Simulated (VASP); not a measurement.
# Co (P6_3/mmc) in VASP: further runs

The runs below take Co through single point, with PBEsol.

All numbers are computed with VASP 6.6.1; they aren't measurements. Logs are shortened: lines on timing, memory, paths and dates and some standing lists are left out, and cuts for length are marked.

**1. The cell of the first run**

The structure is hexagonal, space group P6_3/mmc (No. 194). Conventional cell: a = 2.463 Å, b = 2.463 Å, c = 3.930 Å, α = 90.00°, β = 90.00°, γ = 120.00°. Within 3.2 Å of Co (site symmetry -6m2) lie 12 Co at 2.43 to 2.46 Å.

**2. Single point, PBEsol, collinear spin, ferromagnetic start (uniaxial strain along c: -1.0 %)**

Input file INCAR:

```
SYSTEM = Co
PREC = Accurate ; ENCUT = 520
EDIFF = 1E-6 ; ISMEAR = 0
SIGMA = 0.1 ; LREAL = .FALSE.
LASPH = .TRUE. ; NELM = 150
ALGO = Normal ; ISIF = 2
LWAVE = .FALSE. ; LCHARG = .TRUE.
ISPIN = 2 ; MAGMOM = 1.8 1.8
LORBIT = 11 ; LMAXMIX = 4
GGA = PS ; LELF = .TRUE.
LVHAR = .TRUE. ; NBANDS = 20
```

Input file KPOINTS:

```
regular mesh
0
G
  24 24 14
  0 0 0
```

Input file POSCAR:

```
Co
1.0
    2.4625933247      0.0000000000      0.0000000000
   -1.2312966624      2.1326683784      0.0000000000
    0.0000000000      0.0000000000      3.9298978105
Co
2
Direct
    0.3333333333      0.6666666667      0.2500000000
    0.6666666667      0.3333333333      0.7500000000
```

Potentials or basis: VASP PAW PBE potentials, release 64 (Co).

On the command line:

```sh
$ cat potpaw_PBE.64/Co/POTCAR > POTCAR
$ mpirun -np 1 vasp_std > vasp.out
```

OUTCAR:

```text
SYSTEM = Co
   PREC = Accurate
   ENCUT = 520
   EDIFF = 1E-6
   ISMEAR = 0
   LREAL = .FALSE.
   LASPH = .TRUE.
   NELM = 150
   ISIF = 2
   ISPIN = 2
   LORBIT = 11
   GGA = PS

 ion  position               nearest neighbor table
   1  0.333  0.667  0.250-   2 2.43   2 2.43   2 2.43   2 2.43   2 2.43   2 2.43
   2  0.667  0.333  0.750-   1 2.43   1 2.43   1 2.43   1 2.43   1 2.43   1 2.43

  LATTYP: Found a hexagonal cell.
 ALAT       =     2.4625933247
 C/A-ratio  =     1.5958371084

  Lattice vectors:

 A1 = (   2.4625933247,   0.0000000000,   0.0000000000)
 A2 = (  -1.2312966624,   2.1326683784,   0.0000000000)
 A3 = (   0.0000000000,   0.0000000000,   3.9298978105)

Analysis of symmetry for initial positions (statically):
=====================================================================
 Subroutine PRICEL returns:
 Original cell was already a primitive cell.

 Routine SETGRP: Setting up the symmetry group for a
 hexagonal supercell.

 Subroutine GETGRP returns: Found 24 space group operations
 (whereof 12 operations were pure point group operations)
 out of a pool of 24 trial point group operations.

The static configuration has the point symmetry D_3d.
 The point group associated with its full space group is D_6h.

Analysis of symmetry for dynamics (positions and initial velocities):
=====================================================================
 Subroutine PRICEL returns:
 Original cell was already a primitive cell.

 Routine SETGRP: Setting up the symmetry group for a
 hexagonal supercell.

 Subroutine GETGRP returns: Found 24 space group operations
 (whereof 12 operations were pure point group operations)
 out of a pool of 24 trial point group operations.

The dynamic configuration has the point symmetry D_3d.
 The point group associated with its full space group is D_6h.

Analysis of structural, dynamic, and magnetic symmetry:
=====================================================================
 Subroutine PRICEL returns:
 Original cell was already a primitive cell.

 Routine SETGRP: Setting up the symmetry group for a
 hexagonal supercell.

 Subroutine GETGRP returns: Found 24 space group operations
 (whereof 12 operations were pure point group operations)
 out of a pool of 24 trial point group operations.

The overall configuration has the point symmetry D_3d.
 The point group associated with its full space group is D_6h.

 Subroutine INISYM returns: Found 24 space group operations
 (whereof 12 operations are pure point group operations),
 and found     1 'primitive' translations

----------------------------------------------------------------------------------------

                                     Primitive cell

  volume of cell :      20.6394

  direct lattice vectors                    reciprocal lattice vectors
     2.462593325  0.000000000  0.000000000     0.406075981  0.234448077  0.000000000
    -1.231296662  2.132668378  0.000000000     0.000000000  0.468896154  0.000000000
     0.000000000  0.000000000  3.929897810     0.000000000  0.000000000  0.254459543

  length of vectors
     2.462593325  2.462593325  3.929897810     0.468896154  0.468896154  0.254459543

  position of ions in fractional coordinates (direct lattice)
     0.333333333  0.666666667  0.250000000
     0.666666667  0.333333333  0.750000000

  ion indices of the primitive-cell ions
   primitive index   ion index
                 1           1
                 2           2

----------------------------------------------------------------------------------------

 KPOINTS: regular mesh

Automatic generation of k-mesh.
 Grid dimensions read from file:
 generate k-points for:   24   24   14

 Generating k-lattice:

  Cartesian coordinates                     Fractional coordinates (reciprocal lattice)
     0.016919833  0.009768670  0.000000000     0.041666667  0.000000000  0.000000000
     0.000000000  0.019537340  0.000000000     0.000000000  0.041666667  0.000000000
     0.000000000  0.000000000  0.018175682     0.000000000  0.000000000  0.071428571

  Length of vectors
     0.019537340  0.019537340  0.018175682

  Shift w.r.t. Gamma in fractional coordinates (k-lattice)
     0.000000000  0.000000000  0.000000000

 Subroutine IBZKPT returns following result:
 ===========================================

 Found    488 irreducible k-points:

 Following reciprocal coordinates:
            Coordinates               Weight
  0.000000  0.000000  0.000000      1.000000
  0.041667  0.000000  0.000000      6.000000
  0.083333  0.000000  0.000000      6.000000
  0.125000  0.000000  0.000000      6.000000
  0.166667  0.000000  0.000000      6.000000
  0.208333  0.000000  0.000000      6.000000
[... 16 lines left out ...]
  0.416667  0.041667  0.000000     12.000000
  0.458333  0.041667  0.000000     12.000000
 [... further k-points ...]
   k-points           NKPTS =    488   k-points in BZ     NKDIM =    488   number of bands    NBANDS=     20
   number of dos      NEDOS =    301   number of ions     NIONS =      2
   total plane-waves  NPLWV =   9720
   dimension x,y,z NGX =    18 NGY =   18 NGZ =   30
   dimension x,y,z NGXF=    36 NGYF=   36 NGZF=   60
   ions per type =               2
   NGX,Y,Z   is equivalent  to a cutoff of  12.15, 12.15, 12.69 a.u.
   NGXF,Y,Z  is equivalent  to a cutoff of  24.30, 24.30, 25.38 a.u.
 SYSTEM =  Co
   PREC   = accura    normal or accurate (medium, high low for compatibility)
   ISTART =      0    job   : 0-new  1-cont  2-samecut
   ICHARG =      2    charge: 1-file 2-atom 10-const
   ISPIN  =      2    spin polarized calculation?
   LNONCOLLINEAR =      F non collinear calculations
   LSORBIT =      F    spin-orbit coupling
   LASPH  =      T    aspherical Exc in radial PAW
   ENCUT  =  520.0 eV  38.22 Ry    6.18 a.u.   4.58  4.58  7.31*2*pi/ulx,y,z
   NELM   =    150;   NELMIN=  2; NELMDL= -5     # of ELM steps
   EDIFF  = 0.1E-05   stopping-criterion for ELM
   LREAL  =      F    real-space projection
   EDIFFG = 0.1E-04   stopping-criterion for IOM
   NSW    =      0    number of steps for IOM
   IBRION =     -1    ionic relax: 0-MD 1-quasi-New 2-CG
   NFREE  =      0    steps in history (QN), initial steepest desc. (CG)
   ISIF   =      2    stress and relaxation
   ISYM   =      2    0-nonsym 1-usesym 2-fastsym
   POTIM  = 0.5000    time-step for ionic-motion
   TEBEG  =    0.0;   TEEND  =   0.0 temperature during run
   PSTRESS=    0.0 pullay stress
   NELECT =      18.0000    total number of electrons
   NUPDOWN=      -1.0000    fix difference up-down
   EMIN   =  10.00;   EMAX   =-10.00  energy-range for DOS
   EFERMI =   0.00;   METHOD = LEGACY
   ISMEAR =     0;   SIGMA  =   0.10  broadening in eV -4-tet -1-fermi 0-gaus
   EFERMI_NEDOS =   21; number of points for ismear=-14 and -15
   IALGO  =     38    algorithm
   IMIX   =      4    mixing-type and parameters
     AMIX     =   0.40;   BMIX     =  1.00
     AMIX_MAG =   1.60;   BMIX_MAG =  1.00
  volume/ion in A,a.u.               =      10.32        69.64
  Fermi-wavevector in a.u.,A,eV,Ry     =   1.564107  2.955734 33.285728  2.446432
  Thomas-Fermi vector in A             =   2.666780
   LORBIT       =     11    0 simple, 1 ext, 2 COOP (PROOUT), +10 PAW based schemes
   GGA     = PS    functional components
   LHFCALC =     F    Hartree Fock is set to
   AEXX    =    0.0000 exact exchange contribution
   IVDW    =     0    specifies the selected vdW correction
   LEPSILON=     F    determine dielectric tensor
   LRPA    =     F    only Hartree local field effects (RPA)
 spin polarized calculation
 Gauss-broadening in eV      SIGMA  =   0.10
  energy-cutoff  :      520.00
  volume of cell :       20.64
 maximum number of plane-waves:       573
   NGX =  9   NGY =  9   NGZ = 15

 number of electron      17.9999981 magnetization       3.1220843

 Free energy of the ion-electron system (eV)
  ---------------------------------------------------
  ext. energy  EPLUGINS =         0.00000000
  ---------------------------------------------------
  free energy    TOTEN  =       -15.47505391 eV

  energy without entropy =      -15.46635037  energy(sigma->0) =      -15.47070214

 E-fermi :  10.7758     XC(G=0): -13.8774

 val. band max:       10.7743075219   @ k =   0.1667   0.0417   0.1429
 cond. band min:      10.7758199940   @ k =   0.2500   0.1667   0.0714
 fundamental gap:      0.0015124720
 Fermi energy:        10.7757731583

 spin component 1

 k-point     1 :       0.0000    0.0000    0.0000
  band No.  band energies     occupation
      1       1.5266      1.00000
      2       5.4216      1.00000
      3       8.1515      1.00000
      4       8.1515      1.00000
      5       8.2043      1.00000
      6       8.5101      1.00000
[... 12 lines left out ...]
     19      37.2411      0.00000
     20      37.2411      0.00000

 k-point     2 :       0.0417    0.0000    0.0000
  band No.  band energies     occupation
      1       1.5896      1.00000
      2       5.4601      1.00000
      3       8.0497      1.00000
      4       8.1821      1.00000
      5       8.2966      1.00000
      6       8.4949      1.00000
[... 12 lines left out ...]
     19      38.1959      0.00000
     20      38.5620      0.00000

 k-point     3 :       0.0833    0.0000    0.0000
  band No.  band energies     occupation
      1       1.7770      1.00000
      2       5.5711      1.00000
      3       7.9098      1.00000
      4       8.2727      1.00000
      5       8.3974      1.00000
      6       8.4670      1.00000
[... 12 lines left out ...]
     19      38.7043      0.00000
     20      39.6415      0.00000

 k-point     4 :       0.1250    0.0000    0.0000
  band No.  band energies     occupation
      1       2.0837      1.00000
      2       5.7402      1.00000
      3       7.7547      1.00000
      4       8.3623      1.00000
      5       8.3646      1.00000
      6       8.4193      1.00000
[... 429 lines left out ...]
 k-point    23 :       0.4167    0.0417    0.0000
  band No.  band energies     occupation
      1       5.6867      1.00000
      2       5.9513      1.00000
      3       6.2026      1.00000
      4       7.9319      1.00000
      5       7.9544      1.00000
      6       8.3011      1.00000
[... 12 lines left out ...]
     19      34.1049      0.00000
     20      36.2543      0.00000

 k-point    24 :       0.4583    0.0417    0.0000
  band No.  band energies     occupation
      1       5.8053      1.00000
      2       5.8860      1.00000
      3       6.1461      1.00000
      4       7.9327      1.00000
      5       8.0655      1.00000
      6       8.2754      1.00000
[... 12 lines left out ...]
     19      34.0398      0.00000
     20      36.0639      0.00000

 [... further k-points ...]

 spin component 2

 k-point     1 :       0.0000    0.0000    0.0000
  band No.  band energies     occupation
      1       1.5921      1.00000
      2       6.3634      1.00000
      3       9.7224      1.00000
      4       9.7224      1.00000
      5       9.7894      1.00000
      6      10.1366      1.00000
[... 12 lines left out ...]
     19      37.5917      0.00000
     20      37.5917      0.00000

 k-point     2 :       0.0417    0.0000    0.0000
  band No.  band energies     occupation
      1       1.6553      1.00000
      2       6.4065      1.00000
      3       9.6059      1.00000
      4       9.7558      1.00000
      5       9.8920      1.00000
      6      10.1171      1.00000
[... 12 lines left out ...]
     19      38.5501      0.00000
     20      38.8607      0.00000

 k-point     3 :       0.0833    0.0000    0.0000
  band No.  band energies     occupation
      1       1.8436      1.00000
      2       6.5314      1.00000
      3       9.4397      1.00000
      4       9.8547      1.00000
      5       9.9922      1.00000
      6      10.0030      1.00000
[... 12 lines left out ...]
     19      38.6667      0.00000
     20      39.9856      0.00000

 k-point     4 :       0.1250    0.0000    0.0000
  band No.  band energies     occupation
      1       2.1525      1.00000
      2       6.7244      1.00000
      3       9.2503      1.00000
      4       9.4966      1.00000
      5       9.9531      1.00000
      6      10.0152      1.00000
[... 429 lines left out ...]
 k-point    23 :       0.4167    0.0417    0.0000
  band No.  band energies     occupation
      1       6.4142      1.00000
      2       7.1207      1.00000
      3       7.3701      1.00000
      4       8.6895      1.00000
      5       9.5089      1.00000
      6       9.7354      1.00000
[... 12 lines left out ...]
     19      34.5847      0.00000
     20      36.5808      0.00000

 k-point    24 :       0.4583    0.0417    0.0000
  band No.  band energies     occupation
      1       6.6790      1.00000
      2       7.0146      1.00000
      3       7.3175      1.00000
      4       8.7508      1.00000
      5       9.4869      1.00000
      6       9.7021      1.00000
[... 12 lines left out ...]
     19      34.5234      0.00000
     20      36.3839      0.00000

 [... further k-points ...]
[... 5 lines left out ...]
  --------------------------------------------------------------------------------------
  -------------------------------------------------------------------------------------
  Total       -0.1354627     -0.1354627      0.3769898      0.0000000      0.0000000      0.0000000
  in kB      -10.5155774    -10.5155774     29.2646191      0.0000000      0.0000000      0.0000000
  external PRESSURE =       2.7444881 kB  Pullay stress =       0.0000000 kB

 VOLUME and BASIS-vectors are now :
 -----------------------------------------------------------------------------
  energy-cutoff  :      520.00
  volume of cell :       20.64
      direct lattice vectors                 reciprocal lattice vectors
     2.462593325  0.000000000  0.000000000     0.406075981  0.234448077  0.000000000
    -1.231296662  2.132668378  0.000000000     0.000000000  0.468896154  0.000000000
     0.000000000  0.000000000  3.929897810     0.000000000  0.000000000  0.254459543

 POSITION                                       TOTAL-FORCE (eV/Angst)
 -----------------------------------------------------------------------------------
     -0.00000      1.42178      0.98247        -0.000000      0.000000      0.000000
      1.23130      0.71089      2.94742         0.000000      0.000000      0.000000
 -----------------------------------------------------------------------------------
    total drift:                                0.000000     -0.000000     -0.000000

  FREE ENERGIE OF THE ION-ELECTRON SYSTEM (eV)
  ---------------------------------------------------
  free  energy   TOTEN  =       -15.4750539139 eV

  energy  without entropy=      -15.4663503681  energy(sigma->0) =      -15.47070214

 total charge

# of ion       s       p       d       tot
------------------------------------------
    1        0.510   0.570   7.294   8.375
    2        0.510   0.570   7.294   8.375
--------------------------------------------------
tot          1.020   1.140  14.589  16.749

 magnetization (x)

# of ion       s       p       d       tot
------------------------------------------
    1       -0.015  -0.052   1.635   1.567
    2       -0.015  -0.052   1.635   1.567
--------------------------------------------------
tot         -0.031  -0.104   3.270   3.135
```

Wall time 2.4 min (1 thread of Intel Xeon 6975P-C (Granite Rapids), shared host); peak memory 0.36 GiB.

What came out:

- Free energy: -15.4751 eV
- Pressure: 0.3 GPa
- Net moment: 3.12 μB per cell
- Site moments: Co +1.57 μB
- Valence electrons inside the program's atomic spheres: Co 8.38

Caveat: the cell differs from its parent crystal (uniaxial strain along c: -1.0 %); the PAW data sets were made with another functional, which shifts forces and pressure a little.

**3. Single point, PBEsol, collinear spin, ferromagnetic start**

This run uses another cell than the first one, of 10.37 Å³/atom.

Input file INCAR:

```
ALGO = Fast ; EDIFF = 1E-6
ENCUT = 520 ; GGA = PS
ISIF = 2 ; ISMEAR = 0
ISPIN = 2 ; LASPH = True
LCHARG = False ; LMAXMIX = 4
LORBIT = 11 ; LREAL = False
LWAVE = False ; MAGMOM = 1.8 1.8
NBANDS = 20 ; NELM = 150
PREC = Accurate ; SIGMA = 0.1
```

Input file KPOINTS:

```
k-points
0
Gamma
  24 24 14
```

Input file POSCAR:

```
Co
1.0
    2.4564521942      0.0000000000      0.0000000000
   -1.2282260971      2.1273500034      0.0000000000
    0.0000000000      0.0000000000      3.9695937480
Co
2
Direct
    0.3333333333      0.6666666667      0.2500000000
    0.6666666667      0.3333333333      0.7500000000
```

Potentials or basis: VASP PAW PBE potentials, release 64 (Co).

On the command line:

```sh
$ cat potpaw_PBE.64/Co/POTCAR > POTCAR
$ mpirun -np 1 vasp_std > vasp.out
```

Wall time 2.7 min (1 thread of Intel Xeon 6975P-C (Granite Rapids), shared host); peak memory 0.36 GiB.

The run converged. Its results:

```yaml
Free_energy: -15.4769 eV
Pressure: -0.9 GPa
Net_moment: 3.14 μB per cell
Site_moments: Co +1.58 μB
Valence_electrons_inside_the_program's_atomic_spheres: Co 8.36
```

Stress tensor (GPa, compression positive):
```
-0.86  0.00  0.00
 0.00 -0.86  0.00
 0.00  0.00 -1.07
```

Levels at points of the mesh, in eV from the Fermi level:
Spin up:
```tsv
k point	band 8	band 9	band 10	band 11	band 12	band 13	band 14	band 15
(0.00, 0.00, 0.00)	-1.90	-1.90	-0.71	-0.71	-0.14	6.77	22.30	25.30
(0.50, 0.00, 0.00)	-0.57	-0.47	-0.41	1.44	3.55	10.02	10.73	13.15
(0.00, 0.00, 0.50)	-2.69	-1.05	-1.05	-1.05	-1.05	15.53	15.53	23.06
(0.50, 0.00, 0.50)	-1.00	-0.48	-0.48	1.65	1.65	7.67	7.67	18.89
```
Spin down:
| k point | band 5 | band 6 | band 7 | band 8 | band 9 | band 10 |
| --- | --- | --- | --- | --- | --- | --- |
| (0.00, 0.00, 0.00) | -1.04 | -0.65 | -0.65 | -0.20 | -0.20 | -0.11 |
| (0.50, 0.00, 0.00) | -1.21 | -1.10 | -0.66 | 1.24 | 1.38 | 1.42 |
| (0.00, 0.00, 0.50) | -1.11 | -1.11 | -1.11 | -1.11 | 0.74 | 0.74 |
| (0.50, 0.00, 0.50) | -0.08 | -0.08 | 0.27 | 0.27 | 1.35 | 1.35 |

Caveat: the PAW data sets were made with another functional, which shifts forces and pressure a little.

(Continued in part 2 of 2.)
